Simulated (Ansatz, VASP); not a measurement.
Lu: VASP beside Ansatz

```xyz
4
Lattice="3.4926 0.0000 0.0000 -1.7463 3.0247 0.0000 0.0000 0.0000 11.2376" Properties=species:S:1:pos:R:3 pbc="T T T"
Lu    0.0000    0.0000    0.0000
Lu    0.0000    0.0000    5.6188
Lu    0.0000    2.0165    2.8094
Lu    1.7463    1.0082    8.4282
```

Alike in both runs: task relaxation of cell and atoms; functional PBE; k mesh 6 × 6 × 2; occupations gaussian, width 0.05 eV; no spin polarisation.

|  | VASP | Ansatz |
| --- | --- | --- |
| version | VASP 6.6.1 | Ansatz 0.2.0 |
| potentials or method | VASP PAW PBE potentials, release 64 (Lu), cutoff 600 eV | scalar-relativistic, plane waves, PAW |
| valence electrons in the cell | 100 | 100 |

|  | VASP | Ansatz | Ansatz less VASP |
| --- | --- | --- | --- |
| gap on the k mesh at the Fermi level, each at its own relaxed structure (eV) | none | none | - |
| relaxed volume (Å³/atom) | 29.02 | 28.97 | -0.046 |
| relaxed length of the cell vector where the two differ most in proportion (Å) | 3.496 | 3.492 | -0.0042 |

A gap of «none» marks a metal or a gap that the smearing closes.

Neither program's run includes spin-orbit coupling.
